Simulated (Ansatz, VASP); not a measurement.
**RbTlS in VASP and in Ansatz**

```xyz
3
Lattice="4.4902 0.0000 0.0000 0.0000 4.4902 0.0000 0.0000 0.0000 6.1970" Properties=species:S:1:pos:R:3 pbc="T T T"
Rb    2.2451    2.2451    3.0985
Tl    0.0000    0.0000    0.0000
S     2.2451    2.2451    0.0000
```

Alike in both runs: functional PBE; k mesh 3 × 3 × 2; occupations gaussian, width 0.15 eV; no spin polarisation.

Ansatz relaxed the structure, and its values are those at the end. VASP's run is a single point on that final structure, the one shown.

|  | VASP | Ansatz |
| --- | --- | --- |
| version | VASP 6.6.1 | Ansatz 0.2.0 |
| potentials or method | VASP PAW PBE potentials, release 64 (Rb_sv, Tl_d, S), cutoff 500 eV | scalar-relativistic, plane waves, PAW |
| valence electrons in the cell | 28 | 28 |

```tsv
	VASP	Ansatz	Ansatz less VASP
gap on the k mesh at the Fermi level (eV)	0.33	0.33	-0.001
least direct gap on the mesh (eV)	0.52	0.53	0.000
pressure (GPa)	0.2	0.2	0.00
```

With one functional, cell and mesh, what is left measures potentials, basis and numerics.

The k mesh is coarse, so the values compare programs but aren't converged. Spin-orbit coupling is off throughout.
